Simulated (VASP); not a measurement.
# Si2W (C2/m) in VASP: single point with LDA

Aim: the single point of Si2W with LDA.

All numbers are computed with VASP 6.6.1; they aren't measurements. Logs are shortened: lines on timing, memory, paths and dates and some standing lists are left out, and cuts for length are marked.

## 1. The cell of the first run

The structure is monoclinic, space group C2/m (No. 12). Conventional cell: a = 4.475 Å, b = 4.611 Å, c = 4.448 Å, α = 90.00°, β = 117.72°, γ = 90.00°. Within 3.4 Å of Si (site symmetry m) lie 9 Si at 2.54 to 3.21 Å and 5 W at 2.55 to 2.65 Å. Within 3.4 Å of W (site symmetry 2/m) lie 10 Si at 2.55 to 2.65 Å and 4 W at 3.21 Å.

## 2. Single point, LDA (equal xy, yz and zx shear strains of -3 %)

INCAR reads:

```
SYSTEM = Si2W
  PREC = Accurate
  ENCUT = 520
  EDIFF = 1E-6
  ISMEAR = -1
  SIGMA = 0.05
  LREAL = .False.
  LASPH = .True.
  NELM = 100
  ALGO = Normal
  ISIF = 2
  LWAVE = .False.
  LCHARG = .True.
  LELF = .True.
  LVHAR = .True.
  NBANDS = 18
```

KPOINTS reads:

```
regular mesh
0
Gamma
  11 11 14
  0 0 0
```

POSCAR reads:

```
Si2W
1.0
   -1.6891900000      1.5709900000      3.9400000000
    1.5709900000     -1.6891900000      3.9400000000
    1.6410100000      1.6410100000     -3.9881800000
Si W
2 1
Direct
    0.3330000000      0.3330000000      0.0000000000
    0.6670000000      0.6670000000      0.0000000000
    0.0000000000      0.0000000000      0.0000000000
```

Potentials or basis: VASP PAW LDA potentials, release 64 (Si, W_sv).

The run is started by

```console
$ cat potpaw_LDA.64/Si/POTCAR potpaw_LDA.64/W_sv/POTCAR > POTCAR
$ mpirun -np 1 vasp_std > vasp.out
```

OUTCAR:

```text
SYSTEM = Si2W
   PREC = Accurate
   ENCUT = 520
   EDIFF = 1E-6
   ISMEAR = -1
   LREAL = .False.
   LASPH = .True.
   NELM = 100
   ISIF = 2

 ion  position               nearest neighbor table
   1  0.333  0.333  0.000-   2 2.54   3 2.55   3 2.62   2 2.63   2 2.64   3 2.64   2 2.65   2 2.65
                             3 2.65   3 2.65
   2  0.667  0.667  0.000-   1 2.54   3 2.55   3 2.62   1 2.63   1 2.64   3 2.64   1 2.65   1 2.65
                             3 2.65   3 2.65
   3  0.000  0.000  0.000-   2 2.55   1 2.55   2 2.62   1 2.62   2 2.64   1 2.64   2 2.65   1 2.65
                             1 2.65   2 2.65

  Warning from LATTYP: Got some problem with cell dimensions!
  Tried to take original basis but could not verify dimensions!
  LATTYP: Found a base centered monoclinic cell.
 ALAT       =     4.4753546490
 B/A-ratio  =     1.0302179678
 C/A-ratio  =     0.9938741376
 COS(beta)  =    -0.4652229770

  Lattice vectors:

 A1 = (  -3.2120000000,   0.0481800000,   0.0481800000)
 A2 = (   0.0481800000,  -3.2120000000,   0.0481800000)
 A3 = (   1.5228100000,   1.5228100000,   3.8918200000)

Analysis of symmetry for initial positions (statically):
=====================================================================
 Subroutine PRICEL returns:
 Original cell was already a primitive cell.

 Routine SETGRP: Setting up the symmetry group for a
 base centered monoclinic supercell.

 Subroutine GETGRP returns: Found  4 space group operations
 (whereof  4 operations were pure point group operations)
 out of a pool of  4 trial point group operations.

The static configuration has the point symmetry C_2h.

Analysis of symmetry for dynamics (positions and initial velocities):
=====================================================================
 Subroutine PRICEL returns:
 Original cell was already a primitive cell.

 Routine SETGRP: Setting up the symmetry group for a
 base centered monoclinic supercell.

 Subroutine GETGRP returns: Found  4 space group operations
 (whereof  4 operations were pure point group operations)
 out of a pool of  4 trial point group operations.

The dynamic configuration has the point symmetry C_2h.

 Subroutine INISYM returns: Found  4 space group operations
 (whereof  4 operations are pure point group operations),
 and found     1 'primitive' translations

----------------------------------------------------------------------------------------

                                     Primitive cell

  volume of cell :      40.6210

  direct lattice vectors                    reciprocal lattice vectors
    -1.689190000  1.570990000  3.940000000     0.006676696  0.313408226  0.131704827
     1.570990000 -1.689190000  3.940000000     0.313408226  0.006676696  0.131704827
     1.641010000  1.641010000 -3.988180000     0.316218072  0.316218072  0.009486542

  length of vectors
     4.565629468  4.565629468  4.614261301     0.340022728  0.340022728  0.447300495

  position of ions in fractional coordinates (direct lattice)
     0.333000000  0.333000000  0.000000000
     0.667000000  0.667000000  0.000000000
     0.000000000  0.000000000  0.000000000

  ion indices of the primitive-cell ions
   primitive index   ion index
                 1           1
                 2           2
                 3           3

----------------------------------------------------------------------------------------

 KPOINTS: regular mesh

Automatic generation of k-mesh.
 Grid dimensions read from file:
 generate k-points for:   11   11   14

 Generating k-lattice:

  Cartesian coordinates                     Fractional coordinates (reciprocal lattice)
     0.000606972  0.028491657  0.011973166     0.090909091 -0.000000000  0.000000000
     0.028491657  0.000606972  0.011973166    -0.000000000  0.090909091  0.000000000
     0.022587005  0.022587005  0.000677610     0.000000000  0.000000000  0.071428571

  Length of vectors
     0.030911157  0.030911157  0.031950035

  Shift w.r.t. Gamma in fractional coordinates (k-lattice)
     0.000000000  0.000000000  0.000000000

 Subroutine IBZKPT returns following result:
 ===========================================

 Found    468 irreducible k-points:

 Following reciprocal coordinates:
            Coordinates               Weight
  0.000000  0.000000  0.000000      1.000000
  0.090909 -0.000000  0.000000      4.000000
  0.181818 -0.000000 -0.000000      4.000000
  0.272727 -0.000000  0.000000      4.000000
  0.363636 -0.000000 -0.000000      4.000000
  0.454545 -0.000000 -0.000000      4.000000
[... 16 lines left out ...]
 -0.272727  0.181818 -0.000000      4.000000
 -0.181818  0.181818  0.000000      2.000000
 [... further k-points ...]
   k-points           NKPTS =    468   k-points in BZ     NKDIM =    468   number of bands    NBANDS=     18
   number of dos      NEDOS =    301   number of ions     NIONS =      3
   total plane-waves  NPLWV =  46656
   dimension x,y,z NGX =    36 NGY =   36 NGZ =   36
   dimension x,y,z NGXF=    72 NGYF=   72 NGZF=   72
   ions per type =               2   1
   NGX,Y,Z   is equivalent  to a cutoff of  13.11, 13.11, 12.97 a.u.
   NGXF,Y,Z  is equivalent  to a cutoff of  26.22, 26.22, 25.94 a.u.
 SYSTEM =  Si2W
   PREC   = accura    normal or accurate (medium, high low for compatibility)
   ISTART =      0    job   : 0-new  1-cont  2-samecut
   ICHARG =      2    charge: 1-file 2-atom 10-const
   ISPIN  =      1    spin polarized calculation?
   LNONCOLLINEAR =      F non collinear calculations
   LSORBIT =      F    spin-orbit coupling
   LASPH  =      T    aspherical Exc in radial PAW
   ENCUT  =  520.0 eV  38.22 Ry    6.18 a.u.   8.49  8.49  8.58*2*pi/ulx,y,z
   NELM   =    100;   NELMIN=  2; NELMDL= -5     # of ELM steps
   EDIFF  = 0.1E-05   stopping-criterion for ELM
   LREAL  =      F    real-space projection
   EDIFFG = 0.1E-04   stopping-criterion for IOM
   NSW    =      0    number of steps for IOM
   IBRION =     -1    ionic relax: 0-MD 1-quasi-New 2-CG
   NFREE  =      0    steps in history (QN), initial steepest desc. (CG)
   ISIF   =      2    stress and relaxation
   ISYM   =      2    0-nonsym 1-usesym 2-fastsym
   POTIM  = 0.5000    time-step for ionic-motion
   TEBEG  =    0.0;   TEEND  =   0.0 temperature during run
   PSTRESS=    0.0 pullay stress
   NELECT =      22.0000    total number of electrons
   NUPDOWN=      -1.0000    fix difference up-down
   EMIN   =  10.00;   EMAX   =-10.00  energy-range for DOS
   EFERMI =   0.00;   METHOD = LEGACY
   ISMEAR =    -1;   SIGMA  =   0.05  broadening in eV -4-tet -1-fermi 0-gaus
   EFERMI_NEDOS =   21; number of points for ismear=-14 and -15
   IALGO  =     38    algorithm
   IMIX   =      4    mixing-type and parameters
     AMIX     =   0.40;   BMIX     =  1.00
     AMIX_MAG =   1.60;   BMIX_MAG =  1.00
  volume/ion in A,a.u.               =      13.54        91.37
  Fermi-wavevector in a.u.,A,eV,Ry     =   1.334439  2.521724 24.228263  1.780727
  Thomas-Fermi vector in A             =   2.463220
   LORBIT       =      0    0 simple, 1 ext, 2 COOP (PROOUT), +10 PAW based schemes
   GGA     = CA    functional components
   LHFCALC =     F    Hartree Fock is set to
   AEXX    =    0.0000 exact exchange contribution
   IVDW    =     0    specifies the selected vdW correction
   LEPSILON=     F    determine dielectric tensor
   LRPA    =     F    only Hartree local field effects (RPA)
 non-spin polarized calculation
  energy-cutoff  :      520.00
  volume of cell :       40.62
 maximum number of plane-waves:      1116
 NGX is ok and might be reduce to    36
   NGX = 17   NGY = 17   NGZ = 17

 number of electron      22.0000000 magnetization

 Free energy of the ion-electron system (eV)
  ---------------------------------------------------
  ext. energy  EPLUGINS =         0.00000000
  ---------------------------------------------------
  free energy    TOTEN  =       -27.25833439 eV

  energy without entropy =      -27.25511654  energy(sigma->0) =      -27.25672547

 E-fermi :  11.8203     XC(G=0): -12.6256

 val. band max:       11.8179022457   @ k =  -0.3636  -0.4545   0.4286
 cond. band min:      11.8423486306   @ k =   0.3636   0.0909   0.3571
 fundamental gap:      0.0244463849
 Fermi energy:        11.8203022646

 k-point     1 :       0.0000    0.0000    0.0000
  band No.  band energies     occupation
      1     -61.5956      2.00000
      2     -26.1304      2.00000
      3     -26.0803      2.00000
      4     -26.0781      2.00000
      5      -2.1521      2.00000
      6       5.0689      2.00000
[... 10 lines left out ...]
     17      17.2939      0.00000
     18      17.4236      0.00000

 k-point     2 :       0.0909   -0.0000    0.0000
  band No.  band energies     occupation
      1     -61.5949      2.00000
      2     -26.1298      2.00000
      3     -26.0965      2.00000
      4     -26.0776      2.00000
      5      -1.9915      2.00000
      6       5.0609      2.00000
[... 10 lines left out ...]
     17      17.4264      0.00000
     18      17.9298      0.00000

 k-point     3 :       0.1818   -0.0000   -0.0000
  band No.  band energies     occupation
      1     -61.5933      2.00000
      2     -26.1481      2.00000
      3     -26.1222      2.00000
      4     -26.0734      2.00000
      5      -1.5198      2.00000
      6       4.9580      2.00000
[... 10 lines left out ...]
     17      18.0955      0.00000
     18      19.1729      0.00000

 k-point     4 :       0.2727   -0.0000    0.0000
  band No.  band energies     occupation
      1     -61.5911      2.00000
      2     -26.2079      2.00000
      3     -26.1194      2.00000
      4     -26.0679      2.00000
      5      -0.7666      2.00000
      6       4.5281      2.00000
[... 10 lines left out ...]
     17      19.0537      0.00000
     18      20.3318      0.00000

 k-point     5 :       0.3636   -0.0000   -0.0000
  band No.  band energies     occupation
      1     -61.5890      2.00000
      2     -26.2636      2.00000
      3     -26.1155      2.00000
      4     -26.0628      2.00000
      5       0.2177      2.00000
      6       3.6923      2.00000
[... 10 lines left out ...]
     17      18.5858      0.00000
     18      20.2811      0.00000

 k-point     6 :       0.4545   -0.0000   -0.0000
  band No.  band energies     occupation
      1     -61.5878      2.00000
      2     -26.2965      2.00000
      3     -26.1131      2.00000
      4     -26.0597      2.00000
      5       1.3427      2.00000
      6       2.6202      2.00000
[... 10 lines left out ...]
     17      18.1763      0.00000
     18      18.7076      0.00000

 k-point     7 :       0.0909    0.0909    0.0000
  band No.  band energies     occupation
      1     -61.5943      2.00000
      2     -26.1295      2.00000
      3     -26.0960      2.00000
      4     -26.0942      2.00000
      5      -1.7702      2.00000
      6       4.8260      2.00000
[... 10 lines left out ...]
     17      18.0277      0.00000
     18      18.0617      0.00000

 k-point     8 :       0.1818    0.0909   -0.0000
  band No.  band energies     occupation
      1     -61.5926      2.00000
      2     -26.1465      2.00000
      3     -26.1225      2.00000
      4     -26.0909      2.00000
      5      -1.2478      2.00000
      6       4.5878      2.00000
[... 10 lines left out ...]
     17      18.2736      0.00000
     18      19.4803      0.00000
[... 229 lines left out ...]
     17      18.8296      0.00000
     18      20.0787      0.00000

 k-point    20 :       0.4545    0.1818   -0.0000
  band No.  band energies     occupation
      1     -61.5856      2.00000
      2     -26.2878      2.00000
      3     -26.1264      2.00000
      4     -26.1021      2.00000
      5       2.1291      2.00000
      6       2.5045      2.00000
[... 10 lines left out ...]
     17      18.9600      0.00000
     18      20.6438      0.00000

 k-point    21 :      -0.4545    0.1818    0.0000
  band No.  band energies     occupation
      1     -61.5856      2.00000
      2     -26.2876      2.00000
      3     -26.1263      2.00000
      4     -26.1003      2.00000
      5       1.3623      2.00000
      6       3.2430      2.00000
[... 10 lines left out ...]
     17      18.8161      0.00000
     18      20.5551      0.00000

 k-point    22 :      -0.3636    0.1818   -0.0000
  band No.  band energies     occupation
      1     -61.5868      2.00000
      2     -26.2550      2.00000
      3     -26.1296      2.00000
      4     -26.1017      2.00000
      5       0.3131      2.00000
      6       4.3782      2.00000
[... 10 lines left out ...]
     17      18.4384      0.00000
     18      19.5485      0.00000

 k-point    23 :      -0.2727    0.1818   -0.0000
  band No.  band energies     occupation
      1     -61.5889      2.00000
      2     -26.2001      2.00000
      3     -26.1352      2.00000
      4     -26.1057      2.00000
      5      -0.5462      2.00000
      6       5.5311      2.00000
[... 10 lines left out ...]
     17      17.5587      0.00000
     18      18.8681      0.00000

 k-point    24 :      -0.1818    0.1818    0.0000
  band No.  band energies     occupation
      1     -61.5910      2.00000
      2     -26.1426      2.00000
      3     -26.1404      2.00000
      4     -26.1093      2.00000
      5      -1.1592      2.00000
      6       5.8491      2.00000
[... 10 lines left out ...]
     17      18.6388      0.00000
     18      18.8334      0.00000

 [... further k-points ...]

------------------------ aborting loop because EDIFF is reached ----------------------------------------

  FORCE on cell =-STRESS in cart. coord.  units (eV):
  Direction    XX          YY          ZZ          XY          YZ          ZX
  --------------------------------------------------------------------------------------
  -------------------------------------------------------------------------------------
  Total       -1.2080847     -1.2080847     -2.0059868      1.6044992      1.6104543      1.6104542
  in kB      -47.6493363    -47.6493363    -79.1202307     63.2847371     63.5196175     63.5196139
  external PRESSURE =     -58.1396344 kB  Pullay stress =       0.0000000 kB

 VOLUME and BASIS-vectors are now :
 -----------------------------------------------------------------------------
  energy-cutoff  :      520.00
  volume of cell :       40.62
      direct lattice vectors                 reciprocal lattice vectors
    -1.689190000  1.570990000  3.940000000     0.006676696  0.313408226  0.131704827
     1.570990000 -1.689190000  3.940000000     0.313408226  0.006676696  0.131704827
     1.641010000  1.641010000 -3.988180000     0.316218072  0.316218072  0.009486542

 POSITION                                       TOTAL-FORCE (eV/Angst)
 -----------------------------------------------------------------------------------
     -0.03936     -0.03936      2.62404        -0.050702     -0.050702      0.280740
     -0.07884     -0.07884      5.25596         0.050702      0.050702     -0.280740
      0.00000      0.00000      0.00000         0.000000      0.000000      0.000000
 -----------------------------------------------------------------------------------
    total drift:                                0.000000      0.000000     -0.000000

  FREE ENERGIE OF THE ION-ELECTRON SYSTEM (eV)
  ---------------------------------------------------
  free  energy   TOTEN  =       -27.2583343925 eV

  energy  without entropy=      -27.2551165398  energy(sigma->0) =      -27.25672547
```

Run time: 2.5 min. Hardware: 1 thread of Intel Xeon 6975P-C (Granite Rapids), shared host; peak memory 0.42 GiB.

Results:

* Free energy: -27.2583 eV
* Pressure: -5.8 GPa
* Largest force: 0.290 eV/Å
* Band gap on the k mesh: zero (bands 11 and 12 overlap by 1.16 eV)

Forces on the atoms (eV/Å):
```
Si  -0.051 -0.051  0.281
Si   0.051  0.051 -0.281
W    0.000  0.000  0.000
```

Stress tensor (GPa, compression positive):
```
-4.76  6.33  6.35
 6.33 -4.76  6.35
 6.35  6.35 -7.91
```

Caveat: the cell differs from its parent crystal (equal xy, yz and zx shear strains of -3 %); the cell stands under tension; spin-orbit coupling is left out, which moves the levels of the heavy elements.
